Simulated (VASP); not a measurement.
A run of VASP 6.6.1 is set up as follows.

INCAR

```
SYSTEM = CoO
PREC = Accurate
ENCUT = 600
EDIFF = 1E-6
ISMEAR = -1
SIGMA = 0.03
LREAL = .FALSE.
LASPH = .TRUE.
NELM = 200
ALGO = Normal
ISIF = 2
LWAVE = .FALSE.
LCHARG = .FALSE.
ISPIN = 2
MAGMOM = 2 0
LORBIT = 11
LMAXMIX = 4
GGA = PE
ISYM = 0
NBANDS = 18
GGA_COMPAT = .FALSE.
KPAR = 4
```

The input KPOINTS:

```
regular mesh
0
G
  13 13 15
  0 0 0
```

File POSCAR:

```
CoO
1.0
   -1.5080001529      1.5080001529      2.1704674536
    1.5080001529     -1.5080001529      2.1704674536
    1.5080001529      1.5080001529     -2.1704674536
Co O
1 1
Direct
    0.0000000000      0.0000000000      0.0000000000
    0.5000000000      0.5000000000      0.0000000000
```

Potentials or basis: VASP PAW PBE potentials, release 64 (Co, O).

The run is started by

```console
$ cat potpaw_PBE.64/Co/POTCAR potpaw_PBE.64/O/POTCAR > POTCAR
$ mpirun -np 4 vasp_std > vasp.out
```

**Question.** Estimate the net moment.

**Answer.** 2.96 μB per cell.

**Question.** Predict the pressure.

**Answer.** -5.6 GPa.

**Question.** What does it give for the band gap on the k mesh?

**Answer.** Zero (filled and empty bands overlap).

Caveat: the cell differs from its parent crystal (zz strain of +3 %); the cell stands under tension; a cell with one magnetic atom can't hold antiferromagnetic order, which such compounds often take; semilocal functionals often make such compounds metallic where correlation or magnetic order opens a gap, which also shifts bond lengths.
